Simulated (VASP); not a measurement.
HfSiF, 3 atoms in the cell. Symmetry: P-6m2, No. 187, hexagonal system. The conventional cell has a = 4.435 Å, b = 4.435 Å, c = 2.701 Å, α = 90.00°, β = 90.00°, γ = 120.00°. Hf (site symmetry -6m2) has 2 Hf at 2.70 Å and 6 Si at 2.89 Å and 6 F at 2.89 Å within 3.6 Å. Within 3.4 Å of Si (site symmetry -6m2) lie 3 F at 2.56 Å and 2 Si at 2.70 Å and 6 Hf at 2.89 Å. F (site symmetry -6m2) has 3 Si at 2.56 Å and 2 F at 2.70 Å and 6 Hf at 2.89 Å within 3.4 Å. The cell was built from a structure type or drawn by symmetry, and may not be a known phase.

```yaml
Program: VASP 6.6.1
Task: single point
Functional: PBE
Potentials_or_basis: VASP PAW PBE potentials, release 64 (Hf_pv, Si, F)
Cutoff: 520 eV
k_mesh: 12 × 12 × 16
Occupations: gaussian, width 0.1 eV
Spin: no spin polarisation
Dipole_correction: no
Further_INCAR_settings: ALGO = Normal; EDIFF = 1e-06; NBANDS = 18
```

Potentials or basis: VASP PAW PBE potentials, release 64 (Hf_pv, Si, F).

Run with:

```console
$ cat potpaw_PBE.64/Hf_pv/POTCAR potpaw_PBE.64/Si/POTCAR potpaw_PBE.64/F/POTCAR > POTCAR
$ mpirun -np 1 vasp_std > vasp.out
```

Hardware: 1 thread of AMD EPYC 9R45 96-Core Processor (Zen 5) (shared host).

Estimate the wall time of this run.

Wall time 49 s on 1 thread of AMD EPYC 9R45 96-Core Processor (Zen 5), on a shared host, peak memory 0.25 GiB. Counts: scf iterations 14, k points 171.
